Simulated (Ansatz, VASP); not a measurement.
One calculation of AlRu, two programs

Contents of INCAR:

```
PREC = Accurate ; ENCUT = 520
EDIFF = 1E-6 ; ISMEAR = 0
SIGMA = 0.15 ; LREAL = False
LASPH = True ; NELM = 80
ALGO = Fast ; ISIF = 2
LWAVE = False ; LCHARG = False
GGA = PS ; NBANDS = 16
```

The input KPOINTS:

```
regular mesh
0
Gamma
  16 16 16
```

Contents of POSCAR:

```
AlRu
1.0
    2.9916000000      0.0000000000      0.0000000000
    0.0000000000      2.9916000000      0.0000000000
    0.0000000000      0.0000000000      2.9916000000
Al Ru
1 1
Direct
    0.0000000000      0.0208918305      0.0000000000
    0.5000000000      0.5000000000      0.5000000000
```

Input for Ansatz:

```yaml
crystal:
  lattice:
    - [2.9916, 0.0, 0.0]
    - [0.0, 2.9916, 0.0]
    - [0.0, 0.0, 2.9916]
  atoms:
    - { symbol: Al, position: [0.0, 0.0208918305, 0.0] }
    - { symbol: Ru, position: [0.5, 0.5, 0.5] }
basis:
  ecutwfc: 420
kpoints:
  mp_grid: { grid: [16, 16, 16] }
hamiltonian:
  xc: pbesol
scf:
  occupations: { method: gaussian, width: 0.15 }
output:
  forces: true
  stress: true
  eigenvalues: true
```

Change from the starting cell: all Al atoms moved +0.062 Å, as atom 1 along Cartesian [0 1 0].

Alike in both runs: task single point; functional PBEsol; k mesh 16 × 16 × 16; occupations gaussian, width 0.15 eV; no spin polarisation.

```csv
,VASP,Ansatz
version,VASP 6.6.1,Ansatz 0.2.0
potentials or method,"VASP PAW PBE potentials, release 64 (Al, Ru_pv), cutoff 520 eV","scalar-relativistic, plane waves, PAW"
valence electrons in the cell,17,19
```

```tsv
	VASP	Ansatz	Ansatz less VASP
gap on the k mesh at the Fermi level (eV)	none	none	-
pressure (GPa)	-2.9	-2.9	0.00
traceless stress, the component that is largest in VASP (GPa)	-0.20	-0.20	+0.006
rms of the force components (eV/Å)	0.277	0.274	-0.0027
```

VASP's potentials were made for PBE, not for PBEsol. Atom by atom the forces differ by 0.003 eV/Å (rms over components). A gap of «none» marks a metal or a gap that the smearing closes. The functional is the same, so the differences come from potentials, cutoffs and numerics. VASP's potentials hold 17 valence electrons a cell and Ansatz's 19, so a difference there can come from the potentials and not from the codes.
